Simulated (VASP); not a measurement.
Input of a VASP 6.6.1 run:

Contents of INCAR:

```
SYSTEM = Ca
PREC     = Accurate       ! precision mode
ENCUT    = 600            ! plane-wave cutoff, eV
EDIFF    = 1E-6           ! SCF threshold, eV
ISMEAR   = 0              ! smearing method
SIGMA    = 0.1            ! smearing width, eV
LREAL    = .False.        ! projectors in reciprocal space
LASPH    = .True.         ! aspherical terms in the spheres
NELM     = 60             ! most SCF steps
ALGO     = Fast           ! electronic algorithm
ISIF     = 3              ! what is computed and relaxed
LWAVE    = .False.        ! write WAVECAR
LCHARG   = .False.        ! write CHGCAR
GGA      = CA             ! functional
IBRION   = 2              ! ionic algorithm
NSW      = 100            ! ionic steps
EDIFFG   = -0.002         ! ionic threshold
```

KPOINTS

```
Automatic mesh
0
Gamma
  18 18 18
  0 0 0
```

Contents of POSCAR:

```
Ca
1.0
    0.0000000000      2.8005000000      2.8005000000
    2.8005000000      0.0000000000      2.8005000000
    2.8005000000      2.8005000000      0.0000000000
Ca
1
Direct
    0.0000000000      0.0000000000      0.0000000000
```

Potentials or basis: VASP PAW LDA potentials, release 64 (Ca_sv).

Run with:

```sh
$ cat potpaw_LDA.64/Ca_sv/POTCAR > POTCAR
$ mpirun -np 1 vasp_std > vasp.out
```

Question: What does it give for the band gap on the k mesh?

Answer: Zero (bands 5 and 6 overlap by 0.12 eV).

Question: What does it give for the relaxed volume?

Answer: 38.05 Å³/atom.

Question: What does it give for the space group after relaxing (to 0.1 Å)?

Answer: Fm-3m (No. 225).

The path:
```
step  energy change (eV)  largest force (eV/Å)  pressure (GPa)  volume (Å³)
   1              0.0000                0.0000           -2.19        43.93
   2             -0.0374                0.0000           -0.96        40.22
   3             -0.0441                0.0000           -0.13        38.33
   4             -0.0442                0.0000           -0.03        38.07
   5             -0.0442                0.0000            0.03        37.95
   6             -0.0442                0.0000            0.04        38.00
   7             -0.0442                0.0000           -0.04        38.15
   8             -0.0442                0.0000           -0.03        38.08
   9             -0.0442                0.0000            0.02        38.04
  10             -0.0442                0.0000            0.00        38.05
```

LDA usually gives volumes a few per cent too small. Zero-point motion and thermal expansion aren't in these numbers.
